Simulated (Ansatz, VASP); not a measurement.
**Two plane-wave programs on Ru**

File INCAR:

```
  PREC = Accurate
  ENCUT = 520
  EDIFF = 1E-6
  ISMEAR = 0
  SIGMA = 0.15
  LREAL = False
  LASPH = True
  NELM = 100
  ALGO = Fast
  ISIF = 2
  LWAVE = False
  LCHARG = True
  GGA = PE
  LELF = True
  LVHAR = True
  NBANDS = 13
```

KPOINTS

```
regular mesh
0
Gamma
  20 20 20
```

Contents of POSCAR:

```
Ru
1.0
    0.1000169121      1.9789060458      1.9789060458
    1.9789060458      0.1000169121      1.9789060458
    1.9789060458      1.9789060458      0.1000169121
Ru
1
Direct
    0.0000000000      0.0000000000      0.0000000000
```

Input for Ansatz:

```yaml
crystal:
  lattice:
    - [0.1000169121, 1.9789060458, 1.9789060458]
    - [1.9789060458, 0.1000169121, 1.9789060458]
    - [1.9789060458, 1.9789060458, 0.1000169121]
  atoms:
    - { symbol: Ru, position: [0.0, 0.0, 0.0] }
basis:
  ecutwfc: 420
kpoints:
  mp_grid: { grid: [20, 20, 20] }
hamiltonian:
  xc: pbe
scf:
  occupations: { method: gaussian, width: 0.15 }
output:
  forces: true
  stress: true
  eigenvalues: true
```

Change from the starting cell: equal engineering shear yz, xz and xy +0.0525, equal normal strain along x, y and z +0.0125.

Alike in both runs: task single point; functional PBE; k mesh 20 × 20 × 20; occupations gaussian, width 0.15 eV; no spin polarisation.

```csv
,VASP,Ansatz
version,VASP 6.6.1,Ansatz 0.2.0
potentials or method,"VASP PAW PBE potentials, release 64 (Ru_pv), cutoff 520 eV","scalar-relativistic, plane waves, PAW"
valence electrons in the cell,14,16
```

|  | VASP | Ansatz | Ansatz less VASP |
| --- | --- | --- | --- |
| gap on the k mesh at the Fermi level (eV) | none | none | - |
| pressure (GPa) | -7.7 | -7.5 | +0.22 |
| traceless stress, the component that is largest in VASP (GPa) | -10.61 | -10.62 | -0.018 |

A gap of «none» marks a metal or a gap that the smearing closes. With one functional, cell and mesh, what is left measures potentials, basis and numerics. VASP's potentials hold 14 valence electrons a cell and Ansatz's 16, so a difference there can come from the potentials and not from the codes.
